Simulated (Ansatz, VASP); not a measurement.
Given: the input of a run of Ansatz 0.2.0 on NaCl.

File input.yaml:

```yaml
crystal:
  lattice:
    - [0.0, 2.7370255149, 2.7370255149]
    - [2.7370255149, 0.0, 2.7370255149]
    - [2.7370255149, 2.7370255149, 0.0]
  atoms:
    - { symbol: Cl, position: [0.5, 0.5, 0.5] }
    - { symbol: Na, position: [0.0, 0.0, 0.0] }
hamiltonian:
  xc: { name: BHLYP }
  pseudopotentials: { kind: paw }
kpoints:
  mp_grid: { grid: [4, 4, 4] }
scf:
  occupations: { method: fermi_dirac, width: 0.05 }
output:
  forces: true
  stress: true
  eigenvalues: true
```

Potentials or basis: Ansatz PAW.

Command:

```sh
$ ansatz run input.yaml --threads 2 --pin off --max-ram 5632MiB --backend cpu --events-out ev --progress --plain --runs-dir out
```

Task: Translate it to VASP 6.6.1. Potentials there: VASP PAW PBE potentials, release 64 (Cl, Na_pv).

Result: As run (the cutoff follows the program's own potentials):

Contents of POSCAR:

```
NaCl
1.0
    0.0000000000      2.7370255149      2.7370255149
    2.7370255149      0.0000000000      2.7370255149
    2.7370255149      2.7370255149      0.0000000000
Cl Na
1 1
Direct
    0.5000000000      0.5000000000      0.5000000000
    0.0000000000      0.0000000000      0.0000000000
```

The input INCAR.step1:

```
ALGO     = Normal         # electronic algorithm
EDIFF    = 1E-5           # SCF threshold, eV
ENCUT    = 520            # plane-wave cutoff, eV
GGA      = PE             # functional
ISIF     = 2              # what is computed and relaxed
ISMEAR   = -1             # smearing method
LASPH    = T              # aspherical terms in the spheres
LREAL    = F              # projectors in reciprocal space
LWAVE    = T              # write WAVECAR
NBANDS   = 14             # bands
NELM     = 80             # most SCF steps
PREC     = Accurate       # precision mode
SIGMA    = 0.05           # smearing width, eV
```

File INCAR.step2:

```
AEXX     = 0.5            # exact-exchange fraction
AGGAC    = 1.0          
AGGAX    = 0.5          
ALDAC    = 0.0          
ALDAX    = 0.5          
ALGO     = Normal         # electronic algorithm
EDIFF    = 1E-7           # SCF threshold, eV
ENCUT    = 520            # plane-wave cutoff, eV
GGA      = B5             # functional
ISIF     = 2              # what is computed and relaxed
ISMEAR   = -1             # smearing method
ISTART   = 1            
LASPH    = T              # aspherical terms in the spheres
LCHARG   = T              # write CHGCAR
LELF     = T              # ELF
LHFCALC  = T              # exact exchange
LREAL    = F              # projectors in reciprocal space
LVHAR    = T            
LWAVE    = F              # write WAVECAR
NBANDS   = 14             # bands
NELM     = 80             # most SCF steps
PREC     = Accurate       # precision mode
PRECFOCK = Normal       
SIGMA    = 0.05           # smearing width, eV
```

File KPOINTS:

```
k-points
0
Gamma
  4 4 4
```

Potentials or basis: VASP PAW PBE potentials, release 64 (Cl, Na_pv).

The run is started by

```bash
$ cat potpaw_PBE.64/Cl/POTCAR potpaw_PBE.64/Na_pv/POTCAR > POTCAR
$ cp INCAR.step1 INCAR
$ mpirun -np 1 vasp_std > vasp.out
$ cp INCAR.step2 INCAR
$ mpirun -np 1 vasp_std > vasp.out
```

Both were run:

|  | VASP | Ansatz | Ansatz less VASP |
| --- | --- | --- | --- |
| gap on the k mesh at the Fermi level (eV) | 9.78 | 9.75 | -0.036 |
| least direct gap on the mesh (eV) | 9.78 | 9.75 | -0.036 |
| pressure (GPa) | 2.7 | 2.8 | +0.12 |

VASP's potentials were made for PBE, not for BHLYP. VASP's potentials hold 14 valence electrons a cell and Ansatz's 16, so a difference there can come from the potentials and not from the codes.

The k mesh is coarse, so the values compare programs but aren't converged.
